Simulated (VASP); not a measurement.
## Cd: relaxation of shape and atoms at fixed volume with PBE

The system is Cd.

```
Cd
1.0
     4.87027    0.00000    0.00000
    -2.43514    4.21778    0.00000
     0.00000    0.00000    2.93576
Cd
3
Direct
  0.00000 0.00000 0.00000
  0.33333 0.66667 0.50000
  0.66667 0.33333 0.50000
```

This isn't the form of Cd at room conditions, which is hcp.

| Property | Result |
| --- | --- |
| Program | VASP 6.6.1 |
| Task | relaxation of shape and atoms at fixed volume |
| Functional | PBE |
| Potentials or basis | VASP PAW PBE potentials, release 64 (Cd) |
| Cutoff | 600 eV |
| k mesh | 7 × 7 × 10 |
| Occupations | fermi-dirac, width 0.08 eV |
| Spin | no spin polarisation |
| Dipole correction | no |
| Further INCAR settings | ALGO = Normal; EDIFF = 1e-06; IBRION = 2; EDIFFG = -0.005; NSW = 50; ISIF = 4 |

```json
{
 "Energy gained by relaxing": "0.3 meV/atom",
 "Ionic steps": "4",
 "Pressure after relaxing": "10.0 GPa",
 "Band gap on the k mesh": "zero (bands 18 and 19 overlap by 4.46 eV)"
}
```

The path:
```
step  energy change (eV)  largest force (eV/Å)  pressure (GPa)  volume (Å³)
   1              0.0000                0.0000           10.07        60.31
   2             -0.0005                0.0000           10.08        60.31
   3             -0.0009                0.0000           10.05        60.31
   4             -0.0009                0.0000           10.05        60.31
```

Final structure:
```cif
data_structure
_symmetry_space_group_name_H-M 'P 1'
_symmetry_Int_Tables_number 1
_cell_length_a 4.8885
_cell_length_b 4.8885
_cell_length_c 2.9139
_cell_angle_alpha 90.000
_cell_angle_beta 90.000
_cell_angle_gamma 120.000
_cell_volume 60.31
loop_
_atom_site_label
_atom_site_type_symbol
_atom_site_fract_x
_atom_site_fract_y
_atom_site_fract_z
_atom_site_occupancy
Cd1 Cd 0.00000 0.00000 0.00000 1
Cd2 Cd 0.33333 0.66667 0.50000 1
Cd3 Cd 0.66667 0.33333 0.50000 1
```

Levels at points of the mesh, in eV from the Fermi level:
| k point | band 16 | band 17 | band 18 | band 19 | band 20 | band 21 |
| --- | --- | --- | --- | --- | --- | --- |
| (0.00, 0.00, 0.00) | -8.50 | 0.45 | 0.68 | 0.70 | 0.70 | 0.72 |
| (0.00, 0.00, 0.50) | -3.91 | -3.87 | 3.52 | 3.78 | 3.78 | 4.04 |

It took 47 s on 1 thread of Intel(R) Xeon(R) 6975P-C (Granite Rapids) (shared host), peak memory 0.22 GiB.
